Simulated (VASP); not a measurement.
## RbCaBr3: single point with LDA

Crystal: RbCaBr3.

```
Rb Ca Br
1.0
     5.73669    0.00000    0.00000
     0.00000    5.73669    0.00000
     0.00000    0.00000    5.73669
Rb Ca Br
1 1 3
Direct
  0.50000 0.50000 0.50000
  0.00000 0.00000 0.00000
  0.50000 0.00000 0.00000
  0.00000 0.50000 0.00000
  0.00000 0.00000 0.50000
```

| Quantity | Value |
| --- | --- |
| Program | VASP 6.6.1 |
| Task | single point |
| Functional | LDA |
| Potentials or basis | VASP PAW LDA potentials, release 64 (Rb_sv, Ca_sv, Br) |
| Cutoff | 520 eV |
| k mesh | 4 × 4 × 4 |
| Occupations | gaussian, width 0.05 eV |
| Spin | no spin polarisation |

```
Pressure               : -2.4 GPa
Band gap on the k mesh : 3.69 eV (least direct gap 3.98 eV)
```

Levels at points of the mesh, in eV from the valence-band top:
| k point | band 18 | band 19 | band 20 | band 21 | band 22 | band 23 |
| --- | --- | --- | --- | --- | --- | --- |
| (0.00, 0.00, 0.00) | -0.30 | -0.30 | -0.30 | 3.69 | 4.56 | 4.56 |
| (0.50, 0.00, 0.00) | -0.72 | -0.42 | -0.42 | 4.71 | 5.33 | 5.62 |
| (0.50, 0.50, 0.00) | -0.88 | -0.88 | -0.01 | 5.67 | 5.67 | 5.75 |
| (0.50, 0.50, 0.50) | 0.00 | 0.00 | 0.00 | 5.22 | 6.01 | 6.01 |

Run time: 110 s on 1 thread of AMD EPYC 7R13 (shared host), peak memory 0.25 GiB.

A k mesh can miss the band edges.
